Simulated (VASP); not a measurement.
Input of a VASP 6.6.1 run:

The input INCAR:

```
PREC = Accurate ; ENCUT = 600
EDIFF = 1E-6 ; ISMEAR = 0
SIGMA = 0.1 ; LREAL = F
LASPH = T ; NELM = 80
ALGO = Fast ; ISIF = 3
LWAVE = F ; LCHARG = F
GGA = PE ; IBRION = 2
NSW = 100 ; EDIFFG = -0.01
```

Contents of KPOINTS:

```
regular mesh
0
Gamma
  8 8 8
```

File POSCAR:

```
CsCd2
1.0
    0.0000000000      4.8469245718      4.8469245718
    4.8469245718      0.0000000000      4.8469245718
    4.8469245718      4.8469245718      0.0000000000
Cs Cd
2 4
Direct
    0.0000000000      0.0000000000      0.0000000000
    0.2500000000      0.2500000000      0.2500000000
    0.6250000000      0.6250000000      0.6250000000
    0.1250000000      0.6250000000      0.6250000000
    0.6250000000      0.6250000000      0.1250000000
    0.6250000000      0.1250000000      0.6250000000
```

Potentials or basis: VASP PAW PBE potentials, release 64 (Cs_sv, Cd).

Launch:

```bash
$ cat potpaw_PBE.64/Cs_sv/POTCAR potpaw_PBE.64/Cd/POTCAR > POTCAR
$ mpirun -np 1 vasp_std > vasp.out
```

Question: Estimate the band gap on the k mesh.

Answer: Zero (bands 33 and 34 overlap by 0.93 eV).

Final structure:
```xyz
6
Lattice="0.0000 4.8469 4.8469 4.8469 0.0000 4.8469 4.8469 4.8469 0.0000" Properties=species:S:1:pos:R:3 pbc="T T T"
Cs    0.0000    0.0000    0.0000
Cs    2.4235    2.4235    2.4235
Cd    6.0587    6.0587    6.0587
Cd    6.0587    3.6352    3.6352
Cd    3.6352    3.6352    6.0587
Cd    3.6352    6.0587    3.6352
```

Caveat: the relaxation stopped at its first step, so nothing moved; spin-orbit coupling is left out, which moves the levels of the heavy elements.
